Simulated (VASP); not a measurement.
Runs of VASP 6.6.1 on W. The structure is cubic, space group Fm-3m (No. 225). Conventional cell: a = 4.060 Å, b = 4.060 Å, c = 4.060 Å, α = 90.00°, β = 90.00°, γ = 90.00°. W (site symmetry m-3m) has 12 W at 2.87 Å within 3.8 Å. 

```tsv
smearing	gap on the mesh (eV)	pressure (GPa)
fermi-dirac 0.1 eV	none	-7.7
fermi-dirac 0.3 eV	none	-6.7
fermi-dirac 0.5 eV	none	(a)
fermi-dirac 0.2 eV	none	-7.3
```

Alike in all rows: task single point; level r2SCAN; potentials or basis VASP PAW PBE potentials, release 64 (W_sv); no spin polarisation; cell as given; k mesh 14 × 14 × 14; cutoff (eV) 520.

Fill in the values left out.

(a) -4.3.

Caveats: the PAW data sets were made with another functional, which shifts forces and pressure a little; spin-orbit coupling is left out, which moves the levels of the heavy elements.

A k mesh can miss the band edges, and the runs leave out spin-orbit coupling on W.

A gap of «none» marks levels without a gap at the run's occupations.
